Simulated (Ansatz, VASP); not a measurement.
## Sr3Zn: VASP beside Ansatz

```
CELL_PARAMETERS angstrom
5.25134 0.00000 0.00000
0.00000 5.25134 0.00000
0.00000 0.00000 5.25134
ATOMIC_POSITIONS crystal
Sr 0.50000 0.00000 0.50000
Sr 0.50000 0.50000 0.00000
Sr 0.00000 0.50000 0.50000
Zn 0.00000 0.00000 0.00000
```

Alike in both runs: task single point; functional PBE; k mesh 4 × 4 × 4; no spin polarisation.

|  | VASP | Ansatz |
| --- | --- | --- |
| version | VASP 6.6.1 | Ansatz 0.2.0 |
| potentials or method | VASP PAW PBE potentials, release 64 (Sr_sv, Zn), cutoff 520 eV | plane waves, PAW |
| occupations | methfessel-paxton of order 1, width 0.1 eV | methfessel-paxton of order 1 |
| valence electrons in the cell | 42 | 42 |

|  | VASP | Ansatz | Ansatz less VASP |
| --- | --- | --- | --- |
| pressure (GPa) | 2.3 | 2.3 | -0.04 |
